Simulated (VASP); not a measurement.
A run of VASP 6.6.1 is set up as follows.

File INCAR:

```
PREC     = Accurate       # precision mode
ENCUT    = 520            # plane-wave cutoff, eV
EDIFF    = 1E-7           # SCF threshold, eV
ISMEAR   = 0              # smearing method
SIGMA    = 0.15           # smearing width, eV
LREAL    = False          # projectors in reciprocal space
LASPH    = True           # aspherical terms in the spheres
NELM     = 150            # most SCF steps
ALGO     = Normal         # electronic algorithm
ISIF     = 2              # what is computed and relaxed
LWAVE    = False          # write WAVECAR
LCHARG   = True           # write CHGCAR
ISPIN    = 2              # spin polarisation
MAGMOM   = 1.1 0 0        # initial moments
LORBIT   = 11             # projections on sites
NUPDOWN  = 1.1            # fixed moment
LMAXMIX  = 4              # l up to which the mixer works
GGA      = PS             # functional
LELF     = True           # ELF
LVHAR    = True         
NBANDS   = 20             # bands
```

Contents of KPOINTS:

```
Automatic mesh
0
Gamma
  14 14 14
```

File POSCAR:

```
CoSi2
1.0
    0.0000000000      2.5835250176      2.5835250176
    2.5835250176      0.0000000000      2.5835250176
    2.5835250176      2.5835250176      0.0000000000
Co Si
1 2
Direct
    0.0000000000      0.0000000000      0.0000000000
    0.2500000000      0.2500000000      0.2500000000
    0.7500000000      0.7500000000      0.7500000000
```

Potentials or basis: VASP PAW PBE potentials, release 64 (Co, Si).

Launch:

```sh
$ cat potpaw_PBE.64/Co/POTCAR potpaw_PBE.64/Si/POTCAR > POTCAR
$ mpirun -np 1 vasp_std > vasp.out
```

Task: Predict the pressure.

Result: 25.1 GPa.

Caveat: the cell stands under pressure; the PAW data sets were made with another functional, which shifts forces and pressure a little; the total moment is fixed, so each spin has its own Fermi level.
